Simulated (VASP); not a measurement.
TiCo:

```
CELL_PARAMETERS angstrom
2.94575 0.00000 0.00000
0.00000 2.94575 0.00000
0.00000 0.00000 2.94575
ATOMIC_POSITIONS crystal
Co 0.50000 0.50000 0.50000
Ti 0.00000 0.00000 0.00000
```

Base run:

| Item | Value |
| --- | --- |
| Program | VASP 6.6.1 |
| Functional | r2SCAN |
| Potentials or basis | VASP PAW PBE potentials, release 64 (Co, Ti_sv) |
| Cutoff | 520 eV |
| k mesh | 9 × 9 × 9 |
| Occupations | fermi-dirac, width 0.05 eV |
| Spin | collinear spin, ferromagnetic start |
| Starting moments | [2.0, 1.0] μB |

Its results: pressure 7.7 GPa; net moment 0.87 μB per cell; site moments Co +1.28; Ti -0.23 μB.

**Question.** The run is repeated on the same cell with these changes: functional from r2SCAN to PBEsol. What comes out?

**Answer.** Pressure -2.0 GPa; net moment 0.59 μB per cell; site moments Co +0.64; Ti -0.02 μB.

Caveats: the PAW data sets were made with another functional, which shifts forces and pressure a little.
